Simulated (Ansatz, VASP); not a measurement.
**Te2Mo in VASP and in Ansatz**

File POSCAR:

```
Te2Mo
1.0
    3.5644974145      0.0000000000      0.0000000000
   -1.7822487073      3.0869453127      0.0000000000
    0.0000000000      0.0000000000     14.1574842452
Te Mo
4 2
Direct
    0.6666666667      0.3333333333      0.3790000000
    0.3333333333      0.6666666667      0.8790000000
    0.6666666667      0.3333333333      0.1210000000
    0.3333333333      0.6666666667      0.6210000000
    0.6666666667      0.3333333333      0.7500000000
    0.3333333333      0.6666666667      0.2500000000
```

Contents of INCAR.step1:

```
SYSTEM = Te2Mo
ALGO = Normal ; EDIFF = 1E-4
ENCUT = 520 ; GGA = PE
ISMEAR = -1 ; LASPH = .True.
LCHARG = .False. ; LREAL = .False.
LWAVE = .True. ; NBANDS = 35
NELM = 80 ; PREC = Accurate
SIGMA = 0.05
```

Contents of INCAR.step2:

```
SYSTEM = Te2Mo
ALGO = Normal ; BPARAM = 11.95
CPARAM = 0.0093 ; EDIFF = 1E-7
ENCUT = 520 ; ISIF = 2
ISMEAR = -1 ; ISTART = 1
IVDW_NL = 2 ; LASPH = .True.
LCHARG = .False. ; LMIXTAU = .True.
LREAL = .False. ; LUSE_VDW = .True.
LWAVE = .False. ; METAGGA = R2SCAN
NBANDS = 35 ; NELM = 80
PREC = Accurate ; SIGMA = 0.05
```

Contents of KPOINTS:

```
k-points
0
Gamma
  9 9 2
  0 0 0
```

The input input.yaml:

```yaml
crystal:
  lattice:
    - [3.5644974145, 0.0, 0.0]
    - [-1.7822487073, 3.0869453127, 0.0]
    - [0.0, 0.0, 14.1574842452]
  atoms:
    - { symbol: Te, position: [0.6666666667, 0.3333333333, 0.379] }
    - { symbol: Te, position: [0.3333333333, 0.6666666667, 0.879] }
    - { symbol: Te, position: [0.6666666667, 0.3333333333, 0.121] }
    - { symbol: Te, position: [0.3333333333, 0.6666666667, 0.621] }
    - { symbol: Mo, position: [0.6666666667, 0.3333333333, 0.75] }
    - { symbol: Mo, position: [0.3333333333, 0.6666666667, 0.25] }
hamiltonian:
  xc: r2scan
  pseudopotentials: { kind: paw }
  dispersion: rvv10
kpoints:
  mp_grid: { grid: [9, 9, 2] }
scf:
  occupations: { method: fermi_dirac, width: 0.05 }
output:
  forces: true
  stress: true
  eigenvalues: true
```

Alike in both runs: task single point; functional r2SCAN; dispersion rVV10; k mesh 9 × 9 × 2; occupations fermi-dirac, width 0.05 eV; no spin polarisation.

```csv
,VASP,Ansatz
version,VASP 6.6.1,Ansatz 0.2.0
potentials or method,"VASP PAW PBE potentials, release 64 (Te, Mo_sv)",Ansatz PAW
plane-wave cutoff (eV),520,500
valence electrons in the cell,52,92
```

|  | VASP | Ansatz | Ansatz less VASP |
| --- | --- | --- | --- |
| gap on the k mesh at the Fermi level (eV) | 0.89 | 0.89 | +0.006 |
| least direct gap on the mesh (eV) | 1.07 | 1.07 | -0.002 |
| pressure (GPa) | -2.4 | -2.8 | -0.39 |
| traceless stress, the component that is largest in VASP (GPa) | -0.94 | -0.99 | -0.055 |
| rms of the force components (eV/Å) | 0.242 | 0.263 | +0.0213 |

VASP's potentials were made for PBE, not for r2SCAN. Atom by atom the forces differ by 0.021 eV/Å (rms over components). VASP's potentials hold 52 valence electrons a cell and Ansatz's 92, so a difference there can come from the potentials and not from the codes.

Neither program's run includes spin-orbit coupling. Noted on Ansatz's run: odd divisions of the mesh miss points on the zone boundary, where band edges often lie, so the gap on the mesh can be too wide.
